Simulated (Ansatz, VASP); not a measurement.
Mg4Se: VASP beside Ansatz

```
Mg Se
1.0
    -3.20176    3.20176    3.20176
     3.20176   -3.20176    3.20176
     3.20176    3.20176   -3.20176
Mg Se
4 1
Direct
  0.00000 0.50000 0.00000
  0.50000 0.50000 0.50000
  0.00000 0.00000 0.50000
  0.50000 0.00000 0.00000
  0.00000 0.00000 0.00000
```

Change from the starting cell: species swapped into the GeF4 type (I-43m, No. 217).

Alike in both runs: task relaxation of cell and atoms; functional PBE; k mesh 8 × 8 × 8; occupations gaussian, width 0.1 eV; no spin polarisation.

```csv
,VASP,Ansatz
version,VASP 6.6.1,Ansatz 0.2.0
potentials or method,"VASP PAW PBE potentials, release 64 (Mg, Se), cutoff 600 eV","scalar-relativistic, plane waves, PAW"
valence electrons in the cell,14,56
```

Ansatz gave:

```
gap on the k mesh at the Fermi level, each at its own relaxed structure (eV) : none
relaxed volume (Å³/atom)                                                     : 26.42
relaxed cell length with the largest relative difference (Å)                 : 5.557
```

Question: Estimate VASP's values.

Answer: gap on the k mesh at the Fermi level, each at its own relaxed structure (eV): none; relaxed volume (Å³/atom): 26.35; relaxed cell length with the largest relative difference (Å): 5.552.

A gap of «none» marks a metal or a gap that the smearing closes. VASP's potentials hold 14 valence electrons a cell and Ansatz's 56, so a difference there can come from the potentials and not from the codes.
